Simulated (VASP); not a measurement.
# Pt2F (I4/mmm) in VASP: single point with PBE

Aim: the single point of Pt2F with PBE.

Program: VASP 6.6.1. These are calculated values, not measurements. Logs are shortened: lines on timing, memory, paths and dates and some standing lists are left out, and cuts for length are marked.

**1. The cell of the first run**

The structure is tetragonal, space group I4/mmm (No. 139). The conventional cell has a = 3.625 Å, b = 3.625 Å, c = 6.941 Å, α = 90.00°, β = 90.00°, γ = 90.00°. Pt (site symmetry 4mm) has 5 F at 2.15 to 2.88 Å and 5 Pt at 2.63 to 2.70 Å within 2.9 Å. F (site symmetry 4/mmm) has 10 Pt at 2.15 to 2.88 Å within 2.9 Å.

**2. Single point, PBE**

Contents of INCAR:

```
SYSTEM = Pt2F
PREC = Accurate ; ENCUT = 520
EDIFF = 1E-6 ; ISMEAR = 0
SIGMA = 0.1 ; LREAL = .False.
LASPH = .True. ; NELM = 80
ALGO = Normal ; ISIF = 2
LWAVE = .False. ; LCHARG = .False.
GGA = PE ; NBANDS = 20
```

Contents of KPOINTS:

```
regular mesh
0
Gamma
  18 18 18
  0 0 0
```

Contents of POSCAR:

```
Pt2F
1.0
   -1.8123623828      1.8123623828      3.4706951631
    1.8123623828     -1.8123623828      3.4706951631
    1.8123623828      1.8123623828     -3.4706951631
Pt F
2 1
Direct
    0.6896038937      0.6896038937      0.0000000000
    0.3103961063      0.3103961063      0.0000000000
    0.0000000000      0.0000000000      0.0000000000
```

Potentials or basis: VASP PAW PBE potentials, release 64 (Pt, F).

Launch:

```console
cat potpaw_PBE.64/Pt/POTCAR potpaw_PBE.64/F/POTCAR > POTCAR
mpirun -np 1 vasp_std > vasp.out
```

OUTCAR:

```text
SYSTEM = Pt2F
   PREC = Accurate
   ENCUT = 520
   EDIFF = 1E-6
   ISMEAR = 0
   LREAL = .False.
   LASPH = .True.
   NELM = 80
   ISIF = 2
   GGA = PE

 ion  position               nearest neighbor table
   1  0.690  0.690  0.000-   3 2.15   2 2.63   2 2.70   2 2.70   2 2.70   2 2.70
   2  0.310  0.310  0.000-   3 2.15   1 2.63   1 2.70   1 2.70   1 2.70   1 2.70
   3  0.000  0.000  0.000-   1 2.15   2 2.15

  LATTYP: Found a body centered tetragonal cell.
 ALAT       =     3.6247247656
 C/A-ratio  =     1.9150116975

  Lattice vectors:

 A1 = (  -1.8123623828,   1.8123623828,   3.4706951631)
 A2 = (   1.8123623828,  -1.8123623828,   3.4706951631)
 A3 = (   1.8123623828,   1.8123623828,  -3.4706951631)

Analysis of symmetry for initial positions (statically):
=====================================================================
 Subroutine PRICEL returns:
 Original cell was already a primitive cell.

 Routine SETGRP: Setting up the symmetry group for a
 body centered tetragonal supercell.

 Subroutine GETGRP returns: Found 16 space group operations
 (whereof 16 operations were pure point group operations)
 out of a pool of 16 trial point group operations.

The static configuration has the point symmetry D_4h.

Analysis of symmetry for dynamics (positions and initial velocities):
=====================================================================
 Subroutine PRICEL returns:
 Original cell was already a primitive cell.

 Routine SETGRP: Setting up the symmetry group for a
 body centered tetragonal supercell.

 Subroutine GETGRP returns: Found 16 space group operations
 (whereof 16 operations were pure point group operations)
 out of a pool of 16 trial point group operations.

The dynamic configuration has the point symmetry D_4h.

 Subroutine INISYM returns: Found 16 space group operations
 (whereof 16 operations are pure point group operations),
 and found     1 'primitive' translations

----------------------------------------------------------------------------------------

                                     Primitive cell

  volume of cell :      45.6002

  direct lattice vectors                    reciprocal lattice vectors
    -1.812362383  1.812362383  3.470695163     0.000000000  0.275883016  0.144063358
     1.812362383 -1.812362383  3.470695163     0.275883016  0.000000000  0.144063358
     1.812362383  1.812362383 -3.470695163     0.275883016  0.275883016  0.000000000

  length of vectors
     4.314515005  4.314515005  4.314515005     0.311232533  0.311232533  0.390157503

  position of ions in fractional coordinates (direct lattice)
     0.689603894  0.689603894  0.000000000
     0.310396106  0.310396106  0.000000000
     0.000000000  0.000000000  0.000000000

  ion indices of the primitive-cell ions
   primitive index   ion index
                 1           1
                 2           2
                 3           3

----------------------------------------------------------------------------------------

 KPOINTS: regular mesh

Automatic generation of k-mesh.
 Grid dimensions read from file:
 generate k-points for:   18   18   18

 Generating k-lattice:

  Cartesian coordinates                     Fractional coordinates (reciprocal lattice)
     0.000000000  0.015326834  0.008003520     0.055555556 -0.000000000  0.000000000
     0.015326834  0.000000000  0.008003520    -0.000000000  0.055555556  0.000000000
     0.015326834  0.015326834  0.000000000     0.000000000  0.000000000  0.055555556

  Length of vectors
     0.017290696  0.017290696  0.021675417

  Shift w.r.t. Gamma in fractional coordinates (k-lattice)
     0.000000000  0.000000000  0.000000000

 Subroutine IBZKPT returns following result:
 ===========================================

 Found    480 irreducible k-points:

 Following reciprocal coordinates:
            Coordinates               Weight
  0.000000  0.000000  0.000000      1.000000
  0.055556  0.000000  0.000000      8.000000
  0.111111  0.000000  0.000000      8.000000
  0.166667  0.000000  0.000000      8.000000
  0.222222  0.000000 -0.000000      8.000000
  0.277778 -0.000000  0.000000      8.000000
[... 16 lines left out ...]
 -0.277778  0.055556 -0.000000     16.000000
 -0.222222  0.055556  0.000000     16.000000
 [... further k-points ...]
   k-points           NKPTS =    480   k-points in BZ     NKDIM =    480   number of bands    NBANDS=     20
   number of dos      NEDOS =    301   number of ions     NIONS =      3
   total plane-waves  NPLWV =  32768
   dimension x,y,z NGX =    32 NGY =   32 NGZ =   32
   dimension x,y,z NGXF=    64 NGYF=   64 NGZF=   64
   ions per type =               2   1
   NGX,Y,Z   is equivalent  to a cutoff of  12.33, 12.33, 12.33 a.u.
   NGXF,Y,Z  is equivalent  to a cutoff of  24.66, 24.66, 24.66 a.u.
 SYSTEM =  Pt2F
   PREC   = accura    normal or accurate (medium, high low for compatibility)
   ISTART =      0    job   : 0-new  1-cont  2-samecut
   ICHARG =      2    charge: 1-file 2-atom 10-const
   ISPIN  =      1    spin polarized calculation?
   LNONCOLLINEAR =      F non collinear calculations
   LSORBIT =      F    spin-orbit coupling
   LASPH  =      T    aspherical Exc in radial PAW
   ENCUT  =  520.0 eV  38.22 Ry    6.18 a.u.   8.02  8.02  8.02*2*pi/ulx,y,z
   NELM   =     80;   NELMIN=  2; NELMDL= -5     # of ELM steps
   EDIFF  = 0.1E-05   stopping-criterion for ELM
   LREAL  =      F    real-space projection
   EDIFFG = 0.1E-04   stopping-criterion for IOM
   NSW    =      0    number of steps for IOM
   IBRION =     -1    ionic relax: 0-MD 1-quasi-New 2-CG
   NFREE  =      0    steps in history (QN), initial steepest desc. (CG)
   ISIF   =      2    stress and relaxation
   ISYM   =      2    0-nonsym 1-usesym 2-fastsym
   POTIM  = 0.5000    time-step for ionic-motion
   TEBEG  =    0.0;   TEEND  =   0.0 temperature during run
   PSTRESS=    0.0 pullay stress
   NELECT =      27.0000    total number of electrons
   NUPDOWN=      -1.0000    fix difference up-down
   EMIN   =  10.00;   EMAX   =-10.00  energy-range for DOS
   EFERMI =   0.00;   METHOD = LEGACY
   ISMEAR =     0;   SIGMA  =   0.10  broadening in eV -4-tet -1-fermi 0-gaus
   EFERMI_NEDOS =   21; number of points for ismear=-14 and -15
   IALGO  =     38    algorithm
   IMIX   =      4    mixing-type and parameters
     AMIX     =   0.40;   BMIX     =  1.00
     AMIX_MAG =   1.60;   BMIX_MAG =  1.00
  volume/ion in A,a.u.               =      15.20       102.58
  Fermi-wavevector in a.u.,A,eV,Ry     =   1.374698  2.597802 25.712209  1.889794
  Thomas-Fermi vector in A             =   2.500101
   LORBIT       =      0    0 simple, 1 ext, 2 COOP (PROOUT), +10 PAW based schemes
   GGA     = PE    functional components
   LHFCALC =     F    Hartree Fock is set to
   AEXX    =    0.0000 exact exchange contribution
   IVDW    =     0    specifies the selected vdW correction
   LEPSILON=     F    determine dielectric tensor
   LRPA    =     F    only Hartree local field effects (RPA)
 non-spin polarized calculation
 Gauss-broadening in eV      SIGMA  =   0.10
  energy-cutoff  :      520.00
  volume of cell :       45.60
 maximum number of plane-waves:      1250
   NGX = 17   NGY = 17   NGZ = 17

 number of electron      27.0000010 magnetization

 Free energy of the ion-electron system (eV)
  ---------------------------------------------------
  ext. energy  EPLUGINS =         0.00000000
  ---------------------------------------------------
  free energy    TOTEN  =       -13.74602193 eV

  energy without entropy =      -13.73426478  energy(sigma->0) =      -13.74014335

 E-fermi :   6.7568     XC(G=0): -11.8658

 val. band max:        6.7540637508   @ k =   0.4444   0.1667   0.1111
 cond. band min:       6.7599183313   @ k =  -0.2222   0.5000   0.2222
 fundamental gap:      0.0058545805
 Fermi energy:         6.7568303196

 k-point     1 :       0.0000    0.0000    0.0000
  band No.  band energies     occupation
      1     -16.6824      2.00000
      2      -0.2661      2.00000
      3       0.5276      2.00000
      4       1.2954      2.00000
      5       1.2954      2.00000
      6       2.1286      2.00000
[... 12 lines left out ...]
     19      16.6508      0.00000
     20      18.0636      0.00000

 k-point     2 :       0.0556    0.0000    0.0000
  band No.  band energies     occupation
      1     -16.6801      2.00000
      2      -0.3020      2.00000
      3       0.5086      2.00000
      4       1.2702      2.00000
      5       1.4021      2.00000
      6       2.1525      2.00000
[... 12 lines left out ...]
     19      17.2467      0.00000
     20      18.0329      0.00000

 k-point     3 :       0.1111    0.0000    0.0000
  band No.  band energies     occupation
      1     -16.6735      2.00000
      2      -0.3882      2.00000
      3       0.4728      2.00000
      4       1.2158      2.00000
      5       1.6754      2.00000
      6       2.2238      2.00000
[... 12 lines left out ...]
     19      17.8013      0.00000
     20      18.1675      0.00000

 k-point     4 :       0.1667    0.0000    0.0000
  band No.  band energies     occupation
      1     -16.6637      2.00000
      2      -0.4858      2.00000
      3       0.4403      2.00000
      4       1.1670      2.00000
      5       2.0367      2.00000
      6       2.3450      2.00000
[... 12 lines left out ...]
     19      17.6787      0.00000
     20      18.9149      0.00000

 k-point     5 :       0.2222    0.0000   -0.0000
  band No.  band energies     occupation
      1     -16.6516      2.00000
      2      -0.5684      2.00000
      3       0.4156      2.00000
      4       1.1455      2.00000
      5       2.3490      2.00000
      6       2.5773      2.00000
[... 12 lines left out ...]
     19      17.4537      0.00000
     20      19.6745      0.00000
[... 353 lines left out ...]
      6       3.1749      2.00000
[... 12 lines left out ...]
     19      17.9899      0.00000
     20      20.7652      0.00000

 k-point    22 :      -0.3333    0.0556   -0.0000
  band No.  band energies     occupation
      1     -16.6291      2.00000
      2      -0.5716      2.00000
      3       0.3583      2.00000
      4       1.1527      2.00000
      5       2.5510      2.00000
      6       3.1685      2.00000
[... 12 lines left out ...]
     19      17.7570      0.00000
     20      20.4491      0.00000

 k-point    23 :      -0.2778    0.0556   -0.0000
  band No.  band energies     occupation
      1     -16.6411      2.00000
      2      -0.5182      2.00000
      3       0.3518      2.00000
      4       1.1087      2.00000
      5       2.5363      2.00000
      6       2.8228      2.00000
[... 12 lines left out ...]
     19      17.4720      0.00000
     20      19.7941      0.00000

 k-point    24 :      -0.2222    0.0556    0.0000
  band No.  band energies     occupation
      1     -16.6536      2.00000
      2      -0.4463      2.00000
      3       0.3541      2.00000
      4       1.1034      2.00000
      5       2.3190      2.00000
      6       2.5307      2.00000
[... 12 lines left out ...]
     19      17.4393      0.00000
     20      19.0680      0.00000

 [... further k-points ...]
[... 5 lines left out ...]
  --------------------------------------------------------------------------------------
  -------------------------------------------------------------------------------------
  Total       -0.1387013     -0.1387013     -0.0070776      0.0000000     -0.0000000      0.0000000
  in kB       -4.8733147     -4.8733147     -0.2486738      0.0000000     -0.0000000      0.0000000
  external PRESSURE =      -3.3317677 kB  Pullay stress =       0.0000000 kB

 VOLUME and BASIS-vectors are now :
 -----------------------------------------------------------------------------
  energy-cutoff  :      520.00
  volume of cell :       45.60
      direct lattice vectors                 reciprocal lattice vectors
    -1.812362383  1.812362383  3.470695163     0.000000000  0.275883016  0.144063358
     1.812362383 -1.812362383  3.470695163     0.275883016  0.000000000  0.144063358
     1.812362383  1.812362383 -3.470695163     0.275883016  0.275883016  0.000000000

 POSITION                                       TOTAL-FORCE (eV/Angst)
 -----------------------------------------------------------------------------------
      0.00000      0.00000      4.78681        -0.000000     -0.000000     -0.011214
      0.00000      0.00000      2.15458         0.000000      0.000000      0.011214
      0.00000      0.00000      0.00000         0.000000      0.000000      0.000000
 -----------------------------------------------------------------------------------
    total drift:                                0.000000     -0.000000      0.000000

  FREE ENERGIE OF THE ION-ELECTRON SYSTEM (eV)
  ---------------------------------------------------
  free  energy   TOTEN  =       -13.7460219278 eV

  energy  without entropy=      -13.7342647783  energy(sigma->0) =      -13.74014335
```

Run time: 7.8 min. Hardware: 1 thread of Oxide Virtual Turin-like, shared host; peak memory 0.46 GiB.

What came out:

```yaml
Free_energy: -13.7460 eV
Pressure: -0.3 GPa
Largest_force: 0.011 eV/Å
```

Forces on the atoms (eV/Å):
```
Pt   0.000  0.000 -0.011
Pt   0.000  0.000  0.011
F    0.000  0.000  0.000
```

Levels at points of the mesh, in eV from the Fermi level:
| k point | band 10 | band 11 | band 12 | band 13 | band 14 | band 15 | band 16 | band 17 |
| --- | --- | --- | --- | --- | --- | --- | --- | --- |
| (0.00, 0.00, 0.00) | -1.62 | -1.55 | -1.55 | -0.76 | 0.73 | 0.89 | 9.32 | 9.32 |
| (0.50, 0.00, 0.00) | -1.91 | -1.23 | -0.97 | -0.92 | -0.17 | 0.74 | 1.08 | 7.42 |
| (0.50, 0.50, 0.00) | -2.05 | -1.52 | -1.48 | -1.35 | 1.04 | 2.30 | 2.89 | 4.16 |
| (0.50, 0.50, 0.50) | -2.55 | -1.68 | -1.68 | -0.32 | 0.17 | 0.45 | 3.61 | 7.82 |

Caveat: spin-orbit coupling is left out, which moves the levels of the heavy elements; an odd number of electrons without spin polarisation forces a metal; a magnetic or distorted state may lie lower.
